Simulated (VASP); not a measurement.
Set up this calculation in VASP 6.6.1, as the native input.

| Item | Value |
| --- | --- |
| Task | single point |
| Functional | LDA |
| Potentials or basis | VASP PAW LDA potentials, release 64 (Si, O) |
| Cutoff | 520 eV |
| k mesh | 1 × 1 × 1 |
| Occupations | fermi-dirac, width 0.05 eV |
| Spin | no spin polarisation |
| Dipole correction | no |
| Further INCAR settings | LREAL = Auto; ALGO = Normal; EDIFF = 1e-07; NBANDS = 154 |

The structure of Si16O31 (a cell with a defect) lies in POSCAR:

```
Si16O31
1.0
    9.9160140000      0.0000000000      0.0000000000
    0.0000000000      8.7413230000      0.0000000000
    0.0000000000      0.0000000000      8.6786430000
Si O
16 31
Direct
    0.4833959492      0.1533711773      0.1972362500
    0.0009388853      0.8102383358      0.1572846124
    0.2337105414      0.2993626937      0.3367635931
    0.4792264311      0.1902659357      0.8445780060
    0.0268180339      0.8395485443      0.7958578317
    0.2322044927      0.3362706080      0.6956995466
    0.2616970892      0.6526712261      0.3070111307
    0.2833023431      0.6867381517      0.6691659053
    0.9776158041      0.1659454753      0.1901958636
    0.5366096700      0.7947665359      0.1758130851
    0.7222897225      0.3189203740      0.3335300231
    0.9781380906      0.1919251811      0.8308060373
    0.5372311899      0.8346648442      0.8164367402
    0.7267779170      0.3456937811      0.6926617445
    0.7261712216      0.6743884192      0.2934559009
    0.7758601390      0.6947742350      0.6560754948
   -0.0006659934      0.7968021545     -0.0271496362
    0.2627968254      0.4708093958      0.2787194957
    0.2561529260      0.6938502330      0.4871812333
    0.5080753214      0.2174460319      0.0251814713
    0.0771130416      0.3035749852      0.7371555668
    0.4350117900      0.7376593909      0.7102735992
   -0.0009192202      0.0191205610      0.7719067370
    0.3280333206      0.1778467630      0.2470658143
    0.1329308329      0.7267104762      0.2233633760
    0.2617801871      0.5140527355      0.7269348445
    0.1813923417      0.8017699380      0.7549323091
    0.0790548501      0.2577035536      0.3009379462
    0.3254886490      0.2344489501      0.8068839794
    0.2609156260      0.2906712176      0.5191538585
   -0.0001440095     -0.0145222868      0.2136120820
    0.3995358417      0.7181236753      0.2378291168
    0.5379067637      0.7711417368     -0.0094146055
    0.7193629416      0.4909685868      0.2675598017
    0.7345834728      0.7053552420      0.4772084760
    1.0065559609      0.2069543706      0.0125818057
    0.5757389007      0.2955852335      0.7391709741
    0.9319784139      0.7396918064      0.6826201977
    0.4982161179      0.0120297580      0.8079842667
    0.8265682158      0.2150363280      0.2370694359
    0.7466487038      0.5260022997      0.7233126193
    0.6873799291      0.8174825481      0.7494800742
    0.5732480813      0.2500007150      0.3158711564
    0.8260263650      0.2452325580      0.7979763657
    0.7593500776      0.3142729081      0.5137590059
    0.5275708566     -0.0232591794      0.2097535294
    0.8659698342      0.7301536621      0.2180348932
```

These files were run (other wordings do the same):

INCAR

```
SYSTEM = Si16O31
PREC = Accurate
ENCUT = 520
EDIFF = 1E-7
ISMEAR = -1
SIGMA = 0.05
LREAL = Auto
LASPH = .True.
NELM = 60
ALGO = Normal
ISIF = 2
LWAVE = .False.
LCHARG = .False.
NBANDS = 154
```

KPOINTS

```
Automatic mesh
0
Gamma
  1 1 1
  0 0 0
```

Potentials or basis: VASP PAW LDA potentials, release 64 (Si, O).

The run is started by

```console
$ cat potpaw_LDA.64/Si/POTCAR potpaw_LDA.64/O/POTCAR > POTCAR
$ mpirun -np 1 vasp_gam > vasp.out
```

It gave:

The pressure is -0.3 GPa, the largest force is 0.074 eV/Å and the band gap on the k mesh is 5.43 eV.

Caveat: the k points lie up to 0.72 Å⁻¹ apart.

It took 5.6 min on 1 thread of Intel(R) Xeon(R) Platinum 8488C (Sapphire Rapids), with other jobs on the host, peak memory 0.5 GiB.
